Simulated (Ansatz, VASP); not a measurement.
**B2W in VASP and in Ansatz**

```
CELL_PARAMETERS angstrom
2.99973 0.00000 0.00000
-1.49987 2.59784 0.00000
0.00000 0.00000 3.02953
ATOMIC_POSITIONS crystal
B 0.33333 0.66667 0.50000
B 0.66667 0.33333 0.50000
W 0.00000 0.00000 0.00000
```

Change from the starting cell: volume scaled by 0.98, crystal datasets.

Alike in both runs: task electric field gradients; functional LDA; k mesh 14 × 14 × 12; occupations fermi-dirac, width 0.05 eV; no spin polarisation.

|  | VASP | Ansatz |
| --- | --- | --- |
| version | VASP 6.6.1 | Ansatz 0.2.0 |
| potentials or method | VASP PAW LDA potentials, release 64 (B, W_sv), cutoff 520 eV | all-electron PAW with datasets made for the crystal, scalar-relativistic |

|  | VASP | Ansatz | Ansatz less VASP |
| --- | --- | --- | --- |
| pressure (GPa) | 33.9 | 31.5 | -2.40 |
| traceless stress, the component that is largest in VASP (GPa) | 11.49 | 11.22 | -0.269 |
| size of Vzz on the site where it differs most (V/Å²) | 15.2 | 38.0 | +22.79 |

LDA's correlation is that of Perdew and Zunger in VASP and of Perdew and Wang (1992) in Ansatz. Both programs put the cell under a high pressure, so it lies far from rest at this level. Ansatz ran all-electron here, and VASP with PAW potentials.

Neither program's run includes spin-orbit coupling.
